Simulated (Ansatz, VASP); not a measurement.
**WSe2: VASP beside Ansatz**

INCAR

```
SYSTEM = WSe2
PREC = Accurate
ENCUT = 520
EDIFF = 1E-7
ISMEAR = 0
SIGMA = 0.1
LREAL = .False.
LASPH = .True.
NELM = 80
ALGO = Normal
ISIF = 2
LWAVE = .False.
LCHARG = .False.
GGA = PE
IVDW = 12
NBANDS = 35
```

The input KPOINTS:

```
Automatic mesh
0
Gamma
  6 6 2
  0 0 0
```

Contents of POSCAR:

```
WSe2
1.0
    3.3224014218      0.0000000000      0.0000000000
   -1.6612007109      2.8772840328      0.0000000000
    0.0000000000      0.0000000000     12.7830691883
W Se
2 4
Direct
    0.3333333333      0.6666666667      0.7500000000
    0.6666666667      0.3333333333      0.2500000000
    0.3333333333      0.6666666667      0.1202472841
    0.6666666667      0.3333333333      0.6202472841
    0.3333333333      0.6666666667      0.3797527159
    0.6666666667      0.3333333333      0.8797527159
```

Input for Ansatz:

```yaml
crystal:
  lattice:
    - [3.3224014218, 0.0, 0.0]
    - [-1.6612007109, 2.8772840328, 0.0]
    - [0.0, 0.0, 12.7830691883]
  atoms:
    - { symbol: W, position: [0.3333333333, 0.6666666667, 0.75] }
    - { symbol: W, position: [0.6666666667, 0.3333333333, 0.25] }
    - { symbol: Se, position: [0.3333333333, 0.6666666667, 0.1202472841] }
    - { symbol: Se, position: [0.6666666667, 0.3333333333, 0.6202472841] }
    - { symbol: Se, position: [0.3333333333, 0.6666666667, 0.3797527159] }
    - { symbol: Se, position: [0.6666666667, 0.3333333333, 0.8797527159] }
basis:
  ecutwfc: 420
kpoints:
  mp_grid: { grid: [6, 6, 2] }
hamiltonian:
  xc: pbe
  dispersion: d3bj
scf:
  occupations: { method: gaussian, width: 0.1 }
output:
  forces: true
  stress: true
  eigenvalues: true
```

Alike in both runs: task single point; functional PBE; dispersion D3(BJ); k mesh 6 × 6 × 2; occupations gaussian, width 0.1 eV; no spin polarisation.

|  | VASP | Ansatz |
| --- | --- | --- |
| version | VASP 6.6.1 | Ansatz 0.2.0 |
| potentials or method | VASP PAW PBE potentials, release 64 (W_sv, Se), cutoff 520 eV | scalar-relativistic, plane waves, PAW |
| valence electrons in the cell | 52 | 92 |

```tsv
	VASP	Ansatz	Ansatz less VASP
gap on the k mesh at the Fermi level (eV)	0.91	0.91	+0.005
least direct gap on the mesh (eV)	1.39	1.39	+0.003
pressure (GPa)	-0.9	-1.2	-0.32
traceless stress, the component that is largest in VASP (GPa)	2.48	2.41	-0.077
rms of the force components (eV/Å)	0.113	0.091	-0.0221
```

Atom by atom the forces differ by 0.022 eV/Å (rms over components). VASP's potentials hold 52 valence electrons a cell and Ansatz's 92, so a difference there can come from the potentials and not from the codes.

Neither program's run includes spin-orbit coupling.
